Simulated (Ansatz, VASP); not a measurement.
Given: the input of a run of VASP 6.6.1 on MoS.

Contents of INCAR:

```
SYSTEM = MoS
PREC = Accurate
ENCUT = 520
EDIFF = 1E-6
ISMEAR = -1
SIGMA = 0.05
LREAL = .False.
LASPH = .True.
NELM = 80
ALGO = Normal
ISIF = 2
LWAVE = .False.
LCHARG = .False.
GGA = CA
NBANDS = 28
```

The input KPOINTS:

```
regular mesh
0
Gamma
  10 10 1
  0 0 0
```

File POSCAR:

```
MoS
1.0
    3.1841260822      0.0000000000      0.0000000000
   -1.5920630411      2.7575340760      0.0000000000
    0.0000000000      0.0000000000     32.3345999500
Mo S
2 2
Direct
    0.0000000000      0.0000000000      0.2319496766
    0.0000000000      0.0000000000      0.7680503234
    0.3333333300      0.6666666600      0.2799269210
    0.3333333300      0.6666666600      0.7200730790
```

Potentials or basis: VASP PAW LDA potentials, release 64 (Mo_sv, S).

Command:

```sh
$ cat potpaw_LDA.64/Mo_sv/POTCAR potpaw_LDA.64/S/POTCAR > POTCAR
$ mpirun -np 1 vasp_std > vasp.out
```

**Question.** Set up the same calculation for Ansatz 0.2.0. Potentials there: all-electron LAPW, scalar-relativistic.

**Answer.** As run (the cutoff follows the program's own potentials):

input.yaml

```yaml
crystal:
  lattice:
    - [3.1841260822, 0.0, 0.0]
    - [-1.5920630411, 2.757534076, 0.0]
    - [0.0, 0.0, 32.33459995]
  atoms:
    - { symbol: Mo, position: [0.0, 0.0, 0.2319496766] }
    - { symbol: S, position: [0.33333333, 0.66666666, 0.279926921] }
    - { symbol: S, position: [0.33333333, 0.66666666, 0.720073079] }
    - { symbol: Mo, position: [0.0, 0.0, 0.7680503234] }
kpoints:
  mp_grid: { grid: [10, 10, 1] }
scf:
  occupations: { method: fermi_dirac, width: 0.05 }
hamiltonian:
  xc: lda
  pseudopotentials: { kind: all_electron, lapw: { basis_error: 0.002 } }
output:
  forces: true
  stress: true
  eigenvalues: true
```

Potentials or basis: all-electron LAPW, scalar-relativistic.

Launch:

```bash
$ ansatz run input.yaml --threads 4 --pin off --max-ram 14336MiB --backend cpu --events-out ev --progress --plain --runs-dir out
```

Both were run:

|  | VASP | Ansatz | Ansatz less VASP |
| --- | --- | --- | --- |
| gap on the k mesh at the Fermi level (eV) | none | none | - |
| rms of the force components (eV/Å) | 0.837 | 0.844 | +0.0069 |

LDA's correlation is that of Perdew and Zunger in VASP and of Perdew and Wang (1992) in Ansatz. A gap of «none» marks a metal or a gap that the smearing closes. Ansatz ran all-electron here, and VASP with PAW potentials.
